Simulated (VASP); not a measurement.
# Ge (Pm-3m) in VASP: a series of runs

Ge is run at these levels: PBE+D3(BJ), PBE, PBEsol-based screened hybrid with 25 % exact exchange; tasks: single point, relaxation of cell and atoms.

Everything below comes from runs of VASP 6.6.1. Logs are shortened: lines on timing, memory, paths and dates and some standing lists are left out, and cuts for length are marked.

## (1) The cell of the first run

Symmetry: Pm-3m, No. 221, cubic system. Conventional cell: a = 2.710 Å, b = 2.710 Å, c = 2.710 Å, α = 90.00°, β = 90.00°, γ = 90.00°. Within 3.6 Å of Ge (site symmetry m-3m) lie 6 Ge at 2.71 Å.

This isn't the form of Ge at room conditions, which is diamond.

## (2) Single point, PBE+D3(BJ)

The input, INCAR:

```
ALGO     = Normal         # electronic algorithm
EDIFF    = 1E-6           # SCF threshold, eV
ENCUT    = 520            # plane-wave cutoff, eV
GGA      = PE             # functional
ISIF     = 2              # what is computed and relaxed
ISMEAR   = -1             # smearing method
IVDW     = 12             # dispersion correction
LASPH    = T              # aspherical terms in the spheres
LCHARG   = F              # write CHGCAR
LREAL    = F              # projectors in reciprocal space
LWAVE    = F              # write WAVECAR
NBANDS   = 13             # bands
NELM     = 60             # most SCF steps
PREC     = Accurate       # precision mode
SIGMA    = 0.05           # smearing width, eV
```

The input, KPOINTS:

```
k-points
0
Gamma
  10 10 10
```

The input, POSCAR:

```
Ge
1.0
    2.7104700000      0.0000000000      0.0000000000
    0.0000000000      2.7104700000      0.0000000000
    0.0000000000      0.0000000000      2.7104700000
Ge
1
Direct
    0.0000000000      0.0000000000      0.0000000000
```

Potentials or basis: VASP PAW PBE potentials, release 64 (Ge_d).

Run with:

```console
> cat potpaw_PBE.64/Ge_d/POTCAR > POTCAR
> mpirun -np 1 vasp_std > vasp.out
```

OUTCAR:

```text
EDIFF = 1E-6
   ENCUT = 520
   GGA = PE
   ISIF = 2
   ISMEAR = -1
   IVDW = 12
   LASPH = T
   LREAL = F
   NELM = 60
   PREC = Accurate
 IVDW          = 12

 ion  position               nearest neighbor table
   1  0.000  0.000  0.000-

  LATTYP: Found a simple cubic cell.
 ALAT       =     2.7104700000

  Lattice vectors:

 A1 = (   2.7104700000,   0.0000000000,   0.0000000000)
 A2 = (   0.0000000000,   2.7104700000,   0.0000000000)
 A3 = (   0.0000000000,   0.0000000000,   2.7104700000)

Analysis of symmetry for initial positions (statically):
=====================================================================
 Subroutine PRICEL returns:
 Original cell was already a primitive cell.

 Routine SETGRP: Setting up the symmetry group for a
 simple cubic supercell.

 Subroutine GETGRP returns: Found 48 space group operations
 (whereof 48 operations were pure point group operations)
 out of a pool of 48 trial point group operations.

The static configuration has the point symmetry O_h .

Analysis of symmetry for dynamics (positions and initial velocities):
=====================================================================
 Subroutine PRICEL returns:
 Original cell was already a primitive cell.

 Routine SETGRP: Setting up the symmetry group for a
 simple cubic supercell.

 Subroutine GETGRP returns: Found 48 space group operations
 (whereof 48 operations were pure point group operations)
 out of a pool of 48 trial point group operations.

The dynamic configuration has the point symmetry O_h .

 Subroutine INISYM returns: Found 48 space group operations
 (whereof 48 operations are pure point group operations),
 and found     1 'primitive' translations

----------------------------------------------------------------------------------------

                                     Primitive cell

  volume of cell :      19.9129

  direct lattice vectors                    reciprocal lattice vectors
     2.710470000  0.000000000  0.000000000     0.368939704  0.000000000  0.000000000
     0.000000000  2.710470000  0.000000000     0.000000000  0.368939704  0.000000000
     0.000000000  0.000000000  2.710470000     0.000000000  0.000000000  0.368939704

  length of vectors
     2.710470000  2.710470000  2.710470000     0.368939704  0.368939704  0.368939704

  position of ions in fractional coordinates (direct lattice)
     0.000000000  0.000000000  0.000000000

  ion indices of the primitive-cell ions
   primitive index   ion index
                 1           1

----------------------------------------------------------------------------------------

 KPOINTS: k-points

Automatic generation of k-mesh.
 Grid dimensions read from file:
 generate k-points for:   10   10   10

 Generating k-lattice:

  Cartesian coordinates                     Fractional coordinates (reciprocal lattice)
     0.036893970  0.000000000  0.000000000     0.100000000  0.000000000  0.000000000
     0.000000000  0.036893970  0.000000000     0.000000000  0.100000000  0.000000000
     0.000000000  0.000000000  0.036893970     0.000000000  0.000000000  0.100000000

  Length of vectors
     0.036893970  0.036893970  0.036893970

  Shift w.r.t. Gamma in fractional coordinates (k-lattice)
     0.000000000  0.000000000  0.000000000

 Subroutine IBZKPT returns following result:
 ===========================================

 Found     56 irreducible k-points:

 Following reciprocal coordinates:
            Coordinates               Weight
  0.000000  0.000000  0.000000      1.000000
  0.100000  0.000000  0.000000      6.000000
  0.200000  0.000000  0.000000      6.000000
  0.300000  0.000000  0.000000      6.000000
  0.400000  0.000000  0.000000      6.000000
  0.500000  0.000000  0.000000      3.000000
[... 16 lines left out ...]
  0.200000  0.100000  0.100000     24.000000
  0.300000  0.100000  0.100000     24.000000
 [... further k-points ...]
   k-points           NKPTS =     56   k-points in BZ     NKDIM =     56   number of bands    NBANDS=     13
   number of dos      NEDOS =    301   number of ions     NIONS =      1
   total plane-waves  NPLWV =   8000
   dimension x,y,z NGX =    20 NGY =   20 NGZ =   20
   dimension x,y,z NGXF=    40 NGYF=   40 NGZF=   40
   ions per type =               1
   NGX,Y,Z   is equivalent  to a cutoff of  12.27, 12.27, 12.27 a.u.
   NGXF,Y,Z  is equivalent  to a cutoff of  24.53, 24.53, 24.53 a.u.
 SYSTEM =  unknown system
   PREC   = accura    normal or accurate (medium, high low for compatibility)
   ISTART =      0    job   : 0-new  1-cont  2-samecut
   ICHARG =      2    charge: 1-file 2-atom 10-const
   ISPIN  =      1    spin polarized calculation?
   LNONCOLLINEAR =      F non collinear calculations
   LSORBIT =      F    spin-orbit coupling
   LASPH  =      T    aspherical Exc in radial PAW
   ENCUT  =  520.0 eV  38.22 Ry    6.18 a.u.   5.04  5.04  5.04*2*pi/ulx,y,z
   NELM   =     60;   NELMIN=  2; NELMDL= -5     # of ELM steps
   EDIFF  = 0.1E-05   stopping-criterion for ELM
   LREAL  =      F    real-space projection
   EDIFFG = 0.1E-04   stopping-criterion for IOM
   NSW    =      0    number of steps for IOM
   IBRION =     -1    ionic relax: 0-MD 1-quasi-New 2-CG
   NFREE  =      0    steps in history (QN), initial steepest desc. (CG)
   ISIF   =      2    stress and relaxation
   ISYM   =      2    0-nonsym 1-usesym 2-fastsym
   POTIM  = 0.5000    time-step for ionic-motion
   TEBEG  =    0.0;   TEEND  =   0.0 temperature during run
   PSTRESS=    0.0 pullay stress
   NELECT =      14.0000    total number of electrons
   NUPDOWN=      -1.0000    fix difference up-down
   EMIN   =  10.00;   EMAX   =-10.00  energy-range for DOS
   EFERMI =   0.00;   METHOD = LEGACY
   ISMEAR =    -1;   SIGMA  =   0.05  broadening in eV -4-tet -1-fermi 0-gaus
   EFERMI_NEDOS =   21; number of points for ismear=-14 and -15
   IALGO  =     38    algorithm
   IMIX   =      4    mixing-type and parameters
     AMIX     =   0.40;   BMIX     =  1.00
     AMIX_MAG =   1.60;   BMIX_MAG =  1.00
  volume/ion in A,a.u.               =      19.91       134.38
  Fermi-wavevector in a.u.,A,eV,Ry     =   1.455703  2.750881 28.831731  2.119072
  Thomas-Fermi vector in A             =   2.572707
   LORBIT       =      0    0 simple, 1 ext, 2 COOP (PROOUT), +10 PAW based schemes
   GGA     = PE    functional components
   LHFCALC =     F    Hartree Fock is set to
   AEXX    =    0.0000 exact exchange contribution
   IVDW    =    12    specifies the selected vdW correction
   LEPSILON=     F    determine dielectric tensor
   LRPA    =     F    only Hartree local field effects (RPA)
 non-spin polarized calculation
  energy-cutoff  :      520.00
  volume of cell :       19.91
 maximum number of plane-waves:       554
   NGX = 11   NGY = 11   NGZ = 11

 number of electron      13.9999969 magnetization

 Free energy of the ion-electron system (eV)
  ---------------------------------------------------
  ext. energy  EPLUGINS =         0.00000000
  ---------------------------------------------------
  free energy    TOTEN  =        -4.30355379 eV

  energy without entropy =       -4.30048800  energy(sigma->0) =       -4.30202089

 E-fermi :   5.9249     XC(G=0): -10.9092

 val. band max:        5.8861535749   @ k =   0.3000   0.3000   0.2000
 cond. band min:       6.0208322856   @ k =   0.4000   0.4000   0.3000
 fundamental gap:      0.1346787108
 Fermi energy:         5.9248902024

 k-point     1 :       0.0000    0.0000    0.0000
  band No.  band energies     occupation
      1     -18.7583      2.00000
      2     -18.7583      2.00000
      3     -18.5153      2.00000
      4     -18.5153      2.00000
      5     -18.5153      2.00000
      6      -6.8141      2.00000
      7      12.5041      0.00000
      8      12.5041      0.00000
      9      12.5041      0.00000
     10      15.9383      0.00000
     11      15.9383      0.00000
     12      18.3577      0.00000
     13      34.5319      0.00000

 k-point     2 :       0.1000    0.0000    0.0000
  band No.  band energies     occupation
      1     -18.7570      2.00000
      2     -18.7400      2.00000
      3     -18.5214      2.00000
      4     -18.5214      2.00000
      5     -18.5148      2.00000
      6      -6.6189      2.00000
      7      10.1710      0.00000
      8      12.6910      0.00000
      9      12.6910      0.00000
     10      16.1123      0.00000
     11      17.3669      0.00000
     12      19.7674      0.00000
     13      31.1020      0.00000

 k-point     3 :       0.2000    0.0000    0.0000
  band No.  band energies     occupation
      1     -18.7537      2.00000
      2     -18.6923      2.00000
      3     -18.5373      2.00000
      4     -18.5373      2.00000
      5     -18.5135      2.00000
      6      -6.0371      2.00000
      7       6.9326      0.00000
      8      13.2312      0.00000
      9      13.2312      0.00000
     10      16.6290      0.00000
     11      18.1932      0.00000
     12      23.5817      0.00000
     13      27.8357      0.00000
[... 305 lines left out ...]
 k-point    23 :       0.2000    0.1000    0.1000
  band No.  band energies     occupation
      1     -18.7257      2.00000
      2     -18.6804      2.00000
      3     -18.5442      2.00000
      4     -18.5433      2.00000
      5     -18.5257      2.00000
      6      -5.6475      2.00000
      7       7.2847      0.00000
      8      10.8476      0.00000
      9      11.4674      0.00000
     10      19.7323      0.00000
     11      20.4235      0.00000
     12      23.3177      0.00000
     13      24.7239      0.00000

 k-point    24 :       0.3000    0.1000    0.1000
  band No.  band energies     occupation
      1     -18.7218      2.00000
      2     -18.6208      2.00000
      3     -18.5647      2.00000
      4     -18.5635      2.00000
      5     -18.5240      2.00000
      6      -4.7025      2.00000
      7       4.3497      2.00000
      8      11.6684      0.00000
      9      12.3425      0.00000
     10      20.2164      0.00000
     11      20.4774      0.00000
     12      22.0411      0.00000
     13      23.4307      0.00000

 [... further k-points ...]

------------------------ aborting loop because EDIFF is reached ----------------------------------------

 Edisp (eV)   -0.33587

 E8    (eV) :    -0.1497

  FORCE on cell =-STRESS in cart. coord.  units (eV):
  Direction    XX          YY          ZZ          XY          YZ          ZX
  --------------------------------------------------------------------------------------
  -------------------------------------------------------------------------------------
  Total      -0.40698    -0.40698    -0.40698    -0.00000     0.00000     0.00000
  in kB     -32.74521   -32.74521   -32.74521    -0.00000     0.00000     0.00000
  external pressure =      -32.75 kB  Pullay stress =        0.00 kB

 VOLUME and BASIS-vectors are now :
 -----------------------------------------------------------------------------
  energy-cutoff  :      520.00
  volume of cell :       19.91
      direct lattice vectors                 reciprocal lattice vectors
     2.710470000  0.000000000  0.000000000     0.368939704  0.000000000  0.000000000
     0.000000000  2.710470000  0.000000000     0.000000000  0.368939704  0.000000000
     0.000000000  0.000000000  2.710470000     0.000000000  0.000000000  0.368939704

 POSITION                                       TOTAL-FORCE (eV/Angst)
 -----------------------------------------------------------------------------------
      0.00000      0.00000      0.00000         0.000000      0.000000      0.000000
 -----------------------------------------------------------------------------------
    total drift:                               -0.000000      0.000000      0.000000

  FREE ENERGIE OF THE ION-ELECTRON SYSTEM (eV)
  ---------------------------------------------------
  free  energy   TOTEN  =        -4.6394192803 eV

  energy  without entropy=       -4.6363534859  energy(sigma->0) =       -4.63788638
```

It took 7.4 s on 1 thread of Intel Xeon 8259CL, shared host; peak memory 0.14 GiB.

Results:

```
Free energy                : -4.6394 eV
Pressure                   : -3.3 GPa
Band gap on the k mesh     : zero (bands 7 and 8 overlap by 9.11 eV)
Dispersion energy per atom : -0.336 eV
```

Levels at points of the mesh, in eV from the Fermi level:
```csv
k point,band 4,band 5,band 6,band 7,band 8,band 9,band 10,band 11
"(0.00, 0.00, 0.00)",-24.44,-24.44,-12.74,6.58,6.58,6.58,10.01,10.01
"(0.50, 0.00, 0.00)",-24.49,-24.43,-9.03,-5.57,9.43,9.43,13.22,15.19
"(0.50, 0.50, 0.00)",-24.50,-24.37,-5.10,-2.53,-2.53,3.19,12.22,19.33
"(0.50, 0.50, 0.50)",-24.36,-24.36,-0.56,0.32,0.32,0.32,6.89,6.89
```

Caveat: three body term missing; the cell stands under tension.

## (3) Relaxation of cell and atoms, PBE

The input, INCAR:

```
SYSTEM = Ge
PREC     = Accurate       ! precision mode
ENCUT    = 600            ! plane-wave cutoff, eV
EDIFF    = 1E-6           ! SCF threshold, eV
ISMEAR   = -1             ! smearing method
SIGMA    = 0.05           ! smearing width, eV
LREAL    = .False.        ! projectors in reciprocal space
LASPH    = .True.         ! aspherical terms in the spheres
NELM     = 80             ! most SCF steps
ALGO     = Normal         ! electronic algorithm
ISIF     = 3              ! what is computed and relaxed
LWAVE    = .False.        ! write WAVECAR
LCHARG   = .False.        ! write CHGCAR
GGA      = PE             ! functional
IBRION   = 2              ! ionic algorithm
NSW      = 60             ! ionic steps
EDIFFG   = -0.01          ! ionic threshold
```

The input, KPOINTS:

```
regular mesh
0
Gamma
  10 10 10
  0 0 0
```

POSCAR is that of step 2.

Potentials or basis: VASP PAW PBE potentials, release 64 (Ge_d).

Run with:

```console
> cat potpaw_PBE.64/Ge_d/POTCAR > POTCAR
> mpirun -np 1 vasp_std > vasp.out
```

Run time: 17 s. Hardware: 1 thread of Intel Xeon 8259CL, shared host; peak memory 0.15 GiB.

Results (log left out):

- Free energy: -4.3038 eV
- Relaxed volume: 19.80 Å³/atom
- Relaxed cell: a = 2.705 Å, b = 2.705 Å, c = 2.705 Å, α = 90.00°, β = 90.00°, γ = 90.00°
- Space group after relaxing (to 0.1 Å): Pm-3m (No. 221)
- Energy gained by relaxing: 0.2 meV/atom
- Ionic steps: 3
- Pressure after relaxing: 0.0 GPa
- Band gap on the k mesh: zero (bands 7 and 8 overlap by 9.16 eV)

The path:
```csv
step,energy change (eV),largest force (eV/Å),pressure (GPa),volume (Å³)
1,0.0000,0.0000,-0.54,19.91
2,-0.0001,0.0000,0.19,19.72
3,-0.0002,0.0000,-0.03,19.80
```

Final structure:
```xyz
1
Lattice="2.7053 0.0000 0.0000 0.0000 2.7053 0.0000 0.0000 0.0000 2.7053" Properties=species:S:1:pos:R:3 pbc="T T T"
Ge    0.0000    0.0000    0.0000
```

Levels at points of the mesh, in eV from the Fermi level:
| k point | band 3 | band 4 | band 5 | band 6 | band 7 | band 8 | band 9 | band 10 | band 11 |
| --- | --- | --- | --- | --- | --- | --- | --- | --- | --- |
| (0.00, 0.00, 0.00) | -24.44 | -24.44 | -24.44 | -12.78 | 6.61 | 6.61 | 6.61 | 10.04 | 10.04 |
| (0.50, 0.00, 0.00) | -24.50 | -24.49 | -24.43 | -9.05 | -5.61 | 9.48 | 9.48 | 13.26 | 15.23 |
| (0.50, 0.50, 0.00) | -24.50 | -24.50 | -24.36 | -5.08 | -2.54 | -2.54 | 3.18 | 12.30 | 19.38 |
| (0.50, 0.50, 0.50) | -24.58 | -24.36 | -24.36 | -0.50 | 0.33 | 0.33 | 0.33 | 6.89 | 6.89 |

(Continued in part 2 of 2.)

The gap in the log of VASP goes by the Fermi energy; the results here count the filled bands.